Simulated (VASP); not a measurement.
A run of VASP 6.6.1:

The input POSCAR:

```
Os
1.0
    2.7341000000      0.0000000000      0.0000000000
   -1.3670500000      2.3678000565      0.0000000000
    0.0000000000      0.0000000000      4.3197000000
Os
2
Direct
    0.6666666667      0.3333333333      0.7500000000
    0.3333333333      0.6666666667      0.2500000000
```

Contents of INCAR.step1:

```
SYSTEM = Os
PREC = Accurate
ENCUT = 520
EDIFF = 1E-5
ISMEAR = -1
SIGMA = 0.05
LREAL = .FALSE.
LASPH = .TRUE.
NELM = 100
ALGO = Normal
ISIF = 2
LWAVE = .TRUE.
NBANDS = 15
GGA = PE
```

Contents of INCAR.step2:

```
SYSTEM = Os
PREC = Accurate
ENCUT = 520
EDIFF = 1E-6
ISMEAR = -1
SIGMA = 0.05
LREAL = .FALSE.
LASPH = .TRUE.
NELM = 100
ALGO = Normal
ISIF = 2
LWAVE = .FALSE.
LCHARG = .TRUE.
GGA = PE
LHFCALC = .TRUE.
AEXX = 0.25
PRECFOCK = Normal
LELF = .TRUE.
LVHAR = .TRUE.
NBANDS = 15
ISTART = 1
```

File KPOINTS:

```
Automatic mesh
0
G
  6 6 4
  0 0 0
```

Potentials or basis: VASP PAW PBE potentials, release 64 (Os).

Run with:

```console
$ cat potpaw_PBE.64/Os/POTCAR > POTCAR
$ cp INCAR.step1 INCAR
$ mpirun -np 1 vasp_std > vasp.out
$ cp INCAR.step2 INCAR
$ mpirun -np 1 vasp_std > vasp.out
```

Hardware: 1 thread of Intel Xeon 8259CL (shared host).

**Question.** How long does it take, and how much memory?

**Answer.** Run time: 48 min on 1 thread of Intel Xeon 8259CL, on a shared host, peak memory 0.16 GiB. Counts: k points 21.
